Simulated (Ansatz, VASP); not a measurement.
# One calculation of Ru, two programs

File POSCAR:

```
Ru
1.0
    1.3514453965     -2.3407720905      0.0000000000
    1.3514453966      2.3407720905      0.0000000000
    0.0000000000      0.0000000000      4.2643690370
Ru
2
Direct
    0.6666666670      0.3333333330      0.2500000000
    0.3333333330      0.6666666670      0.7500000000
```

File INCAR.step1:

```
SYSTEM = Ru
  PREC = Accurate
  ENCUT = 660
  ISMEAR = -1
  SIGMA = 0.05
  LREAL = .False.
  LASPH = .True.
  NELM = 120
  NBANDS = 23
  GGA = PE
  ALGO = Normal
  EDIFF = 1E-5
  LWAVE = .True.
  LCHARG = .False.
  GGA_COMPAT = .False.
```

File INCAR.step2:

```
SYSTEM = Ru
  PREC = Accurate
  ENCUT = 660
  EDIFF = 1E-6
  ISMEAR = -1
  SIGMA = 0.05
  LREAL = .False.
  LASPH = .True.
  NELM = 120
  ALGO = Normal
  ISIF = 2
  LWAVE = .False.
  LCHARG = .True.
  METAGGA = R2SCAN
  LMIXTAU = .True.
  LELF = .True.
  LVHAR = .True.
  NBANDS = 23
  ISTART = 1
  GGA_COMPAT = .False.
```

Contents of KPOINTS:

```
regular mesh
0
Gamma
  15 15 9
  0 0 0
```

Input for Ansatz:

```yaml
crystal:
  lattice:
    - [1.3514453965, -2.3407720905, 0.0]
    - [1.3514453966, 2.3407720905, 0.0]
    - [0.0, 0.0, 4.264369037]
  atoms:
    - { symbol: Ru, position: [0.666666667, 0.333333333, 0.25] }
    - { symbol: Ru, position: [0.333333333, 0.666666667, 0.75] }
kpoints:
  mp_grid: { grid: [15, 15, 9] }
scf:
  occupations: { method: fermi_dirac, width: 0.05 }
hamiltonian:
  xc: r2scan
  pseudopotentials: { kind: paw }
output:
  forces: true
  stress: true
  eigenvalues: true
```

Alike in both runs: task single point; functional r2SCAN; k mesh 15 × 15 × 9; occupations fermi-dirac, width 0.05 eV; no spin polarisation.

|  | VASP | Ansatz |
| --- | --- | --- |
| version | VASP 6.6.1 | Ansatz 0.2.0 |
| potentials or method | VASP PAW PBE potentials, release 64 (Ru_sv) | PAW with Ansatz's default frozen-core files, scalar-relativistic |
| plane-wave cutoff (eV) | 660 | 500 |
| valence electrons in the cell | 32 | 32 |

Ansatz gave:

| Property | Result |
| --- | --- |
| pressure (GPa) | 0.0 |
| traceless stress, the component that is largest in VASP (GPa) | 0.42 |

Question: What did VASP give for the same quantities?

Answer: Pressure (GPa): 0.1; traceless stress, the component that is largest in VASP (GPa): 0.44.

VASP's potentials were made for PBE, not for r2SCAN. With one functional, cell and mesh, what is left measures potentials, basis and numerics.
